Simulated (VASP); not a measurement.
# TiB64N64 (a cell with a defect) in VASP: single point with PBE

Aim: the single point of TiB64N64 (a cell with a defect) with PBE.

Everything below comes from runs of VASP 6.6.1. Logs are shortened: lines on timing, memory, paths and dates and some standing lists are left out, and cuts for length are marked.

## Step 1: The cell of the first run

The cell holds a defect, 129 atoms: a = 9.953 Å, b = 9.953 Å, c = 12.991 Å, α = 90.00°, β = 90.00°, γ = 120.00°.

## Step 2: Single point, PBE

Input file INCAR:

```
PREC = Accurate
ENCUT = 520
EDIFF = 1E-6
ISMEAR = -1
SIGMA = 0.01
LREAL = Auto
LASPH = T
NELM = 120
ALGO = Normal
ISIF = 2
LWAVE = F
LCHARG = F
GGA = PE
NBANDS = 332
GGA_COMPAT = F
```

Input file KPOINTS:

```
Automatic mesh
0
Gamma
  1 1 1
  0.25 0.25 0.25
```

Input file POSCAR:

```
TiB64N64
1.0
    9.9533750500      0.0000000000      0.0000000000
   -4.9766875200      8.6198756400      0.0000000000
    0.0000000000      0.0000000000     12.9909657500
B N Ti
64 64 1
Direct
    0.1193203851      0.1728325398      0.1254136168
    0.1292237321      0.0765298744      0.3847112752
    0.0682683956      0.1599272493      0.6295341053
    0.1817477269      0.0900927151      0.8740676574
    0.1195227429      0.4237882485      0.1221254856
    0.1294818811      0.3253450650      0.3885634907
[... 121 lines left out ...]
    0.9017374250      0.8266839683      0.6251659158
    0.3764341600      0.3771195938      0.2508219222
```

Potentials or basis: VASP PAW PBE potentials, release 64 (B, N, Ti_sv).

Started as:

```
> cat potpaw_PBE.64/B/POTCAR potpaw_PBE.64/N/POTCAR potpaw_PBE.64/Ti_sv/POTCAR > POTCAR
> mpirun -np 1 vasp_std > vasp.out
```

OUTCAR:

```text
PREC = Accurate
   ENCUT = 520
   EDIFF = 1E-6
   ISMEAR = -1
   LREAL = Auto
   LASPH = T
   NELM = 120
   ISIF = 2
   GGA = PE

 ion  position               nearest neighbor table
   1  0.119  0.173  0.125-  66 1.43 114 1.44  70 1.46
   2  0.129  0.077  0.385-  65 1.43  77 1.43  81 1.45
   3  0.068  0.160  0.630- 116 1.44  72 1.44  68 1.44
   4  0.182  0.090  0.874-  79 1.44  67 1.44  83 1.44
   5  0.120  0.424  0.122-  74 1.43 118 1.44  70 1.45
   6  0.129  0.325  0.389-  69 1.44  65 1.44  85 1.45
[... 120 lines left out ...]
 127  0.848  0.923  0.875-  64 1.44  48 1.44  52 1.44
 128  0.902  0.827  0.625-  63 1.44  15 1.44  59 1.44
 129  0.376  0.377  0.251-  21 2.14  22 2.14  85 2.23  86 2.23

  LATTYP: Found a hexagonal cell.
 ALAT       =     9.9533750500
 C/A-ratio  =     1.3051819795

  Lattice vectors:

 A1 = (   9.9533750500,   0.0000000000,   0.0000000000)
 A2 = (  -4.9766875200,   8.6198756400,   0.0000000000)
 A3 = (   0.0000000000,   0.0000000000,  12.9909657500)

Analysis of symmetry for initial positions (statically):
=====================================================================
 Subroutine PRICEL returns:
 Original cell was already a primitive cell.

 Routine SETGRP: Setting up the symmetry group for a
 hexagonal supercell.

 Subroutine GETGRP returns: Found  1 space group operations
 (whereof  1 operations were pure point group operations)
 out of a pool of 24 trial point group operations.

The static configuration has the point symmetry C_1 .

Analysis of symmetry for dynamics (positions and initial velocities):
=====================================================================
 Subroutine PRICEL returns:
 Original cell was already a primitive cell.

 Routine SETGRP: Setting up the symmetry group for a
 hexagonal supercell.

 Subroutine GETGRP returns: Found  1 space group operations
 (whereof  1 operations were pure point group operations)
 out of a pool of 24 trial point group operations.

The dynamic configuration has the point symmetry C_1 .

 Subroutine INISYM returns: Found  1 space group operations
 (whereof  1 operations are pure point group operations),
 and found     1 'primitive' translations

----------------------------------------------------------------------------------------

                                     Primitive cell
[... 254 lines left out ...]
   EDIFFG = 0.1E-04   stopping-criterion for IOM
   NSW    =      0    number of steps for IOM
   IBRION =     -1    ionic relax: 0-MD 1-quasi-New 2-CG
   NFREE  =      0    steps in history (QN), initial steepest desc. (CG)
   ISIF   =      2    stress and relaxation
   ISYM   =      2    0-nonsym 1-usesym 2-fastsym
   POTIM  = 0.5000    time-step for ionic-motion
   TEBEG  =    0.0;   TEEND  =   0.0 temperature during run
   PSTRESS=    0.0 pullay stress
   NELECT =     524.0000    total number of electrons
   NUPDOWN=      -1.0000    fix difference up-down
   EMIN   =  10.00;   EMAX   =-10.00  energy-range for DOS
   EFERMI =   0.00;   METHOD = LEGACY
   ISMEAR =    -1;   SIGMA  =   0.01  broadening in eV -4-tet -1-fermi 0-gaus
   EFERMI_NEDOS =   21; number of points for ismear=-14 and -15
   IALGO  =     38    algorithm
   IMIX   =      4    mixing-type and parameters
     AMIX     =   0.40;   BMIX     =  1.00
     AMIX_MAG =   1.60;   BMIX_MAG =  1.00
  volume/ion in A,a.u.               =       8.64        58.31
  Fermi-wavevector in a.u.,A,eV,Ry     =   1.272959  2.405543 22.047206  1.620424
  Thomas-Fermi vector in A             =   2.405809
   LORBIT       =      0    0 simple, 1 ext, 2 COOP (PROOUT), +10 PAW based schemes
   GGA     = PE    functional components
   LHFCALC =     F    Hartree Fock is set to
   AEXX    =    0.0000 exact exchange contribution
   IVDW    =     0    specifies the selected vdW correction
   LEPSILON=     F    determine dielectric tensor
   LRPA    =     F    only Hartree local field effects (RPA)
 non-spin polarized calculation
  energy-cutoff  :      520.00
  volume of cell :     1114.58
 maximum number of plane-waves:     29993
 NGX is ok and might be reduce to    80
   NGX = 37   NGY = 37   NGZ = 49

 number of electron     524.0000018 magnetization

 Free energy of the ion-electron system (eV)
  ---------------------------------------------------
  ext. energy  EPLUGINS =         0.00000000
  ---------------------------------------------------
  free energy    TOTEN  =     -1126.84425615 eV

  energy without entropy =    -1126.84425613  energy(sigma->0) =    -1126.84425614

 E-fermi :   6.0377     XC(G=0): -10.3704

 val. band max:        5.8741166650   @ k =   0.5000  -0.2500   0.2500
 cond. band min:       6.2000514470   @ k =   0.2500   0.2500   0.2500
 fundamental gap:      0.3259347820
 Fermi energy:         6.0376708875

 k-point     1 :       0.2500    0.2500    0.2500
  band No.  band energies     occupation
      1     -51.2126      2.00000
      2     -27.9960      2.00000
      3     -27.5561      2.00000
      4     -27.3071      2.00000
      5     -15.0512      2.00000
      6     -14.9292      2.00000
[... 1651 lines left out ...]
    273       7.7438      0.00000
    274       7.8092      0.00000
 [bands above 274 left out]

------------------------ aborting loop because EDIFF is reached ----------------------------------------

  FORCE on cell =-STRESS in cart. coord.  units (eV):
  Direction    XX          YY          ZZ          XY          YZ          ZX
  --------------------------------------------------------------------------------------
  -------------------------------------------------------------------------------------
  Total       78.8959990     73.0473887     30.9112230      0.8402899     -1.1057956     -2.5934131
  in kB      113.4103669    105.0031847     44.4338519      1.2078887     -1.5895442     -3.7279448
  external PRESSURE =      87.6158012 kB  Pullay stress =       0.0000000 kB

 VOLUME and BASIS-vectors are now :
 -----------------------------------------------------------------------------
  energy-cutoff  :      520.00
  volume of cell :     1114.58
      direct lattice vectors                 reciprocal lattice vectors
     9.953375050  0.000000000  0.000000000     0.100468434  0.058005477  0.000000000
    -4.976687520  8.619875640  0.000000000     0.000000000  0.116010954  0.000000000
     0.000000000  0.000000000 12.990965750     0.000000000  0.000000000  0.076976571

 POSITION                                       TOTAL-FORCE (eV/Angst)
 -----------------------------------------------------------------------------------
      0.32751      1.48979      1.62924        -0.047412     -0.006885     -0.044251
      0.90535      0.65968      4.99777         0.024775     -0.023916      0.005031
     -0.11641      1.37855      8.17826        -0.024937      0.016877     -0.002253
      1.36064      0.77659     11.35498         0.029848     -0.013611      0.000258
     -0.91941      3.65300      1.58653        -0.036283      0.017088      0.003918
     -0.33036      2.80443      5.04781         0.079238      0.011773     -0.002858
[... 121 lines left out ...]
      4.86118      7.12591      8.12151         0.023570     -0.016378     -0.001069
      1.86998      3.25072      3.25842        -0.013022     -0.001411     -0.000601
 -----------------------------------------------------------------------------------
    total drift:                                0.002388      0.001456     -0.000077

  FREE ENERGIE OF THE ION-ELECTRON SYSTEM (eV)
  ---------------------------------------------------
  free  energy   TOTEN  =     -1126.8442561475 eV

  energy  without entropy=    -1126.8442561273  energy(sigma->0) =    -1126.84425614
```

stdout:

```text
POSCAR found type information on POSCAR B N Ti
 POSCAR found :  3 types and     129 ions
 scaLAPACK will be used
 LDA part: xc-table for (Slater+PW92), standard interpolation
 POSCAR, INCAR and KPOINTS ok, starting setup
 FFT: planning ... GRIDC
 FFT: planning ... GRID_SOFT
 FFT: planning ... GRID
 WAVECAR not read
 entering main loop
```

Run time: 1.6 h. Hardware: 1 thread of Intel Xeon 6975P-C (Granite Rapids), shared host; peak memory 2 GiB.

Results:

| Property | Result |
| --- | --- |
| Free energy | -1126.8443 eV |
| Pressure | 8.8 GPa |
| Largest force | 0.159 eV/Å |
| Band gap on the k mesh | 0.33 eV |

Forces in eV/Å, atoms in the order of the input:
```
B   -0.047 -0.007 -0.044
B    0.025 -0.024  0.005
B   -0.025  0.017 -0.002
B    0.030 -0.014  0.000
B   -0.036  0.017  0.004
B    0.079  0.012 -0.003
B   -0.021  0.016  0.001
B    0.028 -0.014 -0.003
B   -0.009  0.042 -0.003
B    0.039 -0.003 -0.001
B   -0.022  0.013  0.001
B    0.022 -0.014 -0.002
B   -0.048  0.049  0.001
B    0.028 -0.012  0.003
B   -0.023  0.015  0.002
B    0.025 -0.012  0.001
B   -0.112  0.095  0.061
B    0.030 -0.013  0.003
B   -0.024  0.015  0.002
B    0.021 -0.011  0.002
B    0.018  0.000 -0.032
B   -0.012  0.003  0.031
B   -0.027  0.015 -0.001
B    0.026 -0.017  0.001
B   -0.029  0.014 -0.003
B    0.116 -0.090 -0.061
B   -0.022  0.012 -0.003
B    0.025 -0.015 -0.002
B   -0.031  0.054 -0.005
B    0.029 -0.047  0.005
B   -0.021  0.014  0.002
B    0.022 -0.013 -0.002
B   -0.045  0.000  0.001
B    0.008 -0.038  0.004
B   -0.022  0.013  0.002
B    0.022 -0.013 -0.001
B   -0.080 -0.010  0.004
B    0.035 -0.017 -0.004
B   -0.027  0.014  0.004
B    0.021 -0.016 -0.001
B   -0.019  0.022 -0.006
B    0.052  0.002  0.047
B   -0.029  0.015 -0.001
B    0.025 -0.017  0.003
B   -0.028  0.013 -0.003
B    0.048 -0.046  0.001
B   -0.024  0.012 -0.001
B    0.024 -0.015 -0.002
B   -0.031  0.027 -0.002
B    0.044 -0.003  0.007
B   -0.024  0.014  0.002
B    0.025 -0.017 -0.002
B   -0.049  0.020 -0.001
B    0.048 -0.017  0.001
B   -0.022  0.014  0.002
B    0.023 -0.014 -0.003
B   -0.044  0.005 -0.007
B    0.031 -0.031  0.002
B   -0.025  0.017  0.002
B    0.025 -0.013 -0.002
B   -0.033 -0.001  0.001
B    0.032  0.002 -0.002
B   -0.025  0.014  0.002
B    0.026 -0.014 -0.002
N   -0.046 -0.019  0.006
N    0.056 -0.050 -0.012
N   -0.026  0.016  0.002
N    0.025 -0.015  0.000
N   -0.044  0.010 -0.001
N    0.020 -0.040  0.012
N   -0.022  0.015  0.002
N    0.025 -0.015  0.002
N   -0.023 -0.001 -0.002
N    0.036 -0.009 -0.009
N   -0.024  0.011 -0.001
N    0.021 -0.016  0.004
N   -0.028  0.007  0.004
N    0.048 -0.049  0.004
N   -0.025  0.012  0.000
N    0.022 -0.013 -0.002
N   -0.015  0.007 -0.002
N    0.089 -0.056 -0.003
N   -0.023  0.013 -0.003
N    0.023 -0.014 -0.002
N   -0.061  0.023  0.044
N    0.062 -0.009 -0.047
N   -0.027  0.013 -0.003
N    0.026 -0.013  0.002
N   -0.078  0.045  0.007
N    0.010 -0.008  0.002
N   -0.023  0.014  0.002
N    0.023 -0.014  0.004
N   -0.028  0.014 -0.007
N    0.031 -0.016  0.006
N   -0.022  0.010  0.000
N    0.022 -0.011  0.001
N   -0.035  0.006  0.009
N    0.024  0.001  0.001
N   -0.022  0.015 -0.003
N    0.024 -0.011  0.001
N   -0.021  0.043 -0.010
N    0.049 -0.012  0.001
N   -0.025  0.015 -0.002
N    0.022 -0.016 -0.002
N   -0.066  0.049  0.015
N    0.041  0.022 -0.007
N   -0.025  0.015 -0.001
N    0.025 -0.016 -0.002
N   -0.049  0.044 -0.004
N    0.029 -0.010 -0.004
N   -0.022  0.013  0.001
N    0.024 -0.013  0.001
N   -0.016  0.027 -0.002
N    0.037 -0.001  0.003
N   -0.023  0.014  0.000
N    0.022 -0.016 -0.003
N   -0.043  0.036 -0.008
N    0.044 -0.035  0.007
N   -0.020  0.016  0.000
N    0.020 -0.016  0.000
N   -0.038  0.000 -0.003
N    0.016 -0.027  0.000
N   -0.022  0.015  0.002
N    0.023 -0.014  0.000
N   -0.044 -0.004 -0.004
N    0.043  0.000  0.001
N   -0.023  0.016  0.000
N    0.024 -0.016 -0.001
Ti  -0.013 -0.001 -0.001
```

Stress tensor (GPa, compression positive):
```
11.34  0.12 -0.37
 0.12 10.50 -0.16
-0.37 -0.16  4.44
```

Levels at points of the mesh, in eV from the valence-band top:
| k point | band 260 | band 261 | band 262 | band 263 | band 264 | band 265 |
| --- | --- | --- | --- | --- | --- | --- |
| (0.25, 0.25, 0.25) | -3.11 | -0.83 | -0.03 | 0.33 | 1.18 | 1.26 |

Caveat: semilocal functionals underestimate gaps, and a narrow one can read as zero.
